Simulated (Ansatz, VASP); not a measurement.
## InPd in VASP and in Ansatz

```xyz
2
Lattice="3.2670 0.0000 0.0000 0.0000 3.2670 0.0000 0.0000 0.0000 3.2670" Properties=species:S:1:pos:R:3 pbc="T T T"
In    0.0000    0.0000    0.0000
Pd    1.6335    1.6335    1.6335
```

Alike in both runs: functional r2SCAN; k mesh 8 × 8 × 8; occupations gaussian, width 0.05 eV; no spin polarisation.

Ansatz relaxed the structure, and its values are those at the end. VASP's run is a single point on that final structure, the one shown.

|  | VASP | Ansatz |
| --- | --- | --- |
| version | VASP 6.6.1 | Ansatz 0.2.0 |
| potentials or method | VASP PAW PBE potentials, release 64 (In_d, Pd), cutoff 550 eV | plane waves, PAW |
| valence electrons in the cell | 23 | 31 |

VASP gave:

- pressure (GPa): 0.6

Question: Which values does Ansatz return?

Answer: Pressure (GPa): 0.0.

VASP's potentials were made for PBE, not for r2SCAN. VASP's potentials hold 23 valence electrons a cell and Ansatz's 31, so a difference there can come from the potentials and not from the codes.
